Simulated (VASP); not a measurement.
Here is a VASP 6.6.1 calculation.

Contents of INCAR:

```
PREC = Accurate ; ENCUT = 600
EDIFF = 1E-6 ; ISMEAR = 0
SIGMA = 0.1 ; LREAL = F
LASPH = T ; NELM = 100
ALGO = Fast ; ISIF = 3
LWAVE = F ; LCHARG = F
GGA = PE ; IBRION = 2
NSW = 100 ; EDIFFG = -0.01
```

Contents of KPOINTS:

```
Automatic mesh
0
Gamma
  18 18 18
```

POSCAR

```
TaIn
1.0
    0.0000000000      2.8108263244      2.8108263244
    2.8108263244      0.0000000000      2.8108263244
    2.8108263244      2.8108263244      0.0000000000
Ta In
1 1
Direct
    0.5000000000      0.5000000000      0.5000000000
    0.0000000000      0.0000000000      0.0000000000
```

Potentials or basis: VASP PAW PBE potentials, release 64 (Ta_pv, In_d).

Command:

```sh
$ cat potpaw_PBE.64/Ta_pv/POTCAR potpaw_PBE.64/In_d/POTCAR > POTCAR
$ mpirun -np 1 vasp_std > vasp.out
```

Question: Estimate the band gap on the k mesh.

Answer: Zero (bands 12 and 13 overlap by 1.52 eV).

Final structure:
```xyz
2
Lattice="0.0000 2.8108 2.8108 2.8108 0.0000 2.8108 2.8108 2.8108 0.0000" Properties=species:S:1:pos:R:3 pbc="T T T"
Ta    2.8108    2.8108    2.8108
In    0.0000    0.0000    0.0000
```

Caveat: the relaxation stopped at its first step, so nothing moved; spin-orbit coupling is left out, which moves the levels of the heavy elements.
